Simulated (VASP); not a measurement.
**TiO2: single point with BLYP**

The system is TiO2.

```xyz
9
Lattice="5.5822 0.0000 0.0000 -2.7911 4.8343 0.0000 0.0000 0.0000 6.0825" Properties=species:S:1:pos:R:3 pbc="T T T"
Ti    2.6065    0.0000    2.0275
Ti   -1.3033    2.2573    4.0550
Ti    1.4878    2.5770    0.0000
O     0.8672    4.1161    0.7339
O     3.6583    0.7182    3.3210
O     0.3400    2.0253    4.7889
O     3.1311    2.8091    5.3485
O    -1.2072    3.5273    2.7614
O     1.5840    1.3071    1.2936
```

```yaml
Program: VASP 6.6.1
Task: single point
Functional: BLYP
Potentials_or_basis: VASP PAW PBE potentials, release 64 (Ti_sv, O)
Cutoff: 520 eV
k_mesh: 5 × 5 × 4
Occupations: fermi-dirac, width 0.05 eV
Spin: no spin polarisation
Dipole_correction: no
Further_INCAR_settings: ALGO = Normal; EDIFF = 1e-06; NBANDS = 46
```

- Pressure: 4.6 GPa
- Largest force: 0.254 eV/Å
- Band gap on the k mesh: 3.53 eV

Forces on the atoms (eV/Å):
```
Ti  -0.028  0.000  0.000
Ti   0.014 -0.024  0.000
Ti   0.014  0.024  0.000
O    0.107  0.192 -0.127
O    0.107 -0.192  0.127
O    0.112 -0.189 -0.127
O    0.112  0.189  0.127
O   -0.220 -0.003 -0.127
O   -0.220  0.003  0.127
```

Stress tensor (GPa, compression positive):
```
4.56 0.00 0.00
0.00 4.56 0.00
0.00 0.00 4.63
```

Levels at points of the mesh, in eV from the valence-band top:
```tsv
k point	band 34	band 35	band 36	band 37	band 38	band 39
(0.00, 0.00, 0.00)	-0.32	-0.31	-0.31	3.58	4.14	4.14
(0.00, 0.00, 0.50)	-0.05	-0.05	0.00	3.53	3.93	3.93
```

Wall time 6.3 min on 1 thread of Intel Xeon 8259CL, with other jobs on the host, peak memory 0.32 GiB.

Caveat: the cell stands under pressure; the PAW data sets were made with another functional, which shifts forces and pressure a little; an odd mesh through Γ misses points on the zone boundary, where band edges can lie.
